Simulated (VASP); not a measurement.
**TaN: single point with r2SCAN**

The system is TaN.

```xyz
4
Lattice="2.1983 2.1983 0.0000 -2.1983 2.1983 0.0000 0.0000 0.0000 4.3965" Properties=species:S:1:pos:R:3 pbc="T T T"
Ta    0.0000    2.1983    0.0000
Ta    0.0000    0.0000    2.1983
N     0.0000    0.0000    0.0000
N     0.0000    2.1983    2.1983
```

```yaml
Program: VASP 6.6.1
Task: single point
Functional: r2SCAN
Potentials_or_basis: VASP PAW PBE potentials, release 64 (Ta_pv, N)
Cutoff: 520 eV
k_mesh: 16 × 16 × 12
Occupations: gaussian, width 0.1 eV
Spin: no spin polarisation
Dipole_correction: no
Further_INCAR_settings: ALGO = Normal; EDIFF = 1e-06; NBANDS = 24
```

| Property | Result |
| --- | --- |
| Pressure | 1.9 GPa |
| Band gap on the k mesh | zero (band 16 reaches 11.55 eV, above the bottom of band 17 at 7.45 eV) |

Levels at points of the mesh, in eV from the Fermi level:
```tsv
k point	band 14	band 15	band 16	band 17	band 18	band 19
(0.00, 0.00, 0.00)	-4.14	-4.14	-2.16	-2.16	-2.16	0.14
(0.50, 0.00, 0.00)	-7.02	0.42	0.42	0.66	0.66	1.77
(0.50, 0.50, 0.00)	-5.00	-5.00	-5.00	2.22	2.22	3.56
(0.00, 0.00, 0.50)	-5.25	-4.21	-4.21	1.08	1.08	1.67
(0.50, 0.00, 0.50)	-8.00	1.93	1.93	1.93	1.93	2.08
(0.50, 0.50, 0.50)	-7.19	-0.20	-0.20	-0.20	-0.20	3.57
```

Run time: 16 min on 1 thread of Intel Xeon 8259CL, with other jobs on the host, peak memory 0.38 GiB.

Caveat: the PAW data sets were made with another functional, which shifts forces and pressure a little; spin-orbit coupling is left out, which moves the levels of the heavy elements.
